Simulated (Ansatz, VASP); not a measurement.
## Two plane-wave programs on TaSi2

```
CELL_PARAMETERS angstrom
4.76136 0.00000 0.00000
-2.38068 4.12346 0.00000
0.00000 0.00000 6.55812
ATOMIC_POSITIONS crystal
Ta 0.45505 0.00000 0.93474
Ta 0.50000 0.50000 0.66667
Ta 0.00000 0.50000 0.33333
Si 0.15926 0.31852 0.00000
Si 0.84074 0.15926 0.66667
Si 0.68148 0.84074 0.33333
Si 0.84074 0.68148 0.00000
Si 0.15926 0.84074 0.66667
Si 0.31852 0.15926 0.33333
```

Alike in both runs: task single point; functional PBEsol; k mesh 9 × 9 × 6; occupations gaussian, width 0.15 eV; no spin polarisation.

```csv
,VASP,Ansatz
version,VASP 6.6.1,Ansatz 0.2.0
potentials or method,"VASP PAW PBE potentials, release 64 (Ta_pv, Si), cutoff 520 eV","scalar-relativistic, plane waves, PAW"
valence electrons in the cell,57,63
```

VASP gave:

| Quantity | Value |
| --- | --- |
| gap on the k mesh at the Fermi level (eV) | none |
| pressure (GPa) | 8.6 |
| traceless stress, the component that is largest in VASP (GPa) | 7.30 |
| rms of the force components (eV/Å) | 2.606 |

Q: Which values does Ansatz return?

A: gap on the k mesh at the Fermi level (eV): none; pressure (GPa): 8.4; traceless stress, the component that is largest in VASP (GPa): 7.25; rms of the force components (eV/Å): 2.598.

VASP's potentials were made for PBE, not for PBEsol, and Ansatz warns of the same on its side. Atom by atom the forces differ by 0.009 eV/Å (rms over components). A gap of «none» marks a metal or a gap that the smearing closes. VASP's potentials hold 57 valence electrons a cell and Ansatz's 63, so a difference there can come from the potentials and not from the codes.

Neither program's run includes spin-orbit coupling.
